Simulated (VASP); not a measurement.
Runs of VASP 6.6.1 on Al. The structure is that of space group P6_3/mmc (No. 194), or close to it. The cells are those of the table. This isn't the form of Al at room conditions, which is fcc.

```csv
cell,gap on the mesh (eV),pressure (GPa)
"a = 2.819, b = 2.819, c = 9.253 Å, angles 90.0, 90.0, 120.0°, 4 atoms",none,-1.6
"a = 2.817, b = 2.817, c = 9.816 Å, angles 90.0, 90.0, 120.0°, 4 atoms",none,-5.3
"a = 2.837, b = 2.837, c = 9.498 Å, angles 90.0, 90.0, 120.0°, 4 atoms",none,(a)
"a = 2.951, b = 2.951, c = 8.940 Å, angles 90.0, 90.0, 120.0°, 4 atoms",none,(b)
"a = 2.893, b = 2.893, c = 9.306 Å, angles 90.0, 90.0, 120.0°, 4 atoms",none,-5.8
```

Alike in all rows: task single point; level PBEsol+D3(BJ); potentials or basis VASP PAW PBE potentials, release 64 (Al); no spin polarisation; k mesh 18 × 18 × 6; cutoff (eV) 520; smearing gaussian 0.15 eV.

**Question.** Fill in the values left out.

**Answer.** (a) -4.5; (b) -5.2.

Caveats: the PAW data sets were made with another functional, which shifts forces and pressure a little; the cell stands under tension (at least some runs).

A gap of «none» marks levels without a gap at the run's occupations.
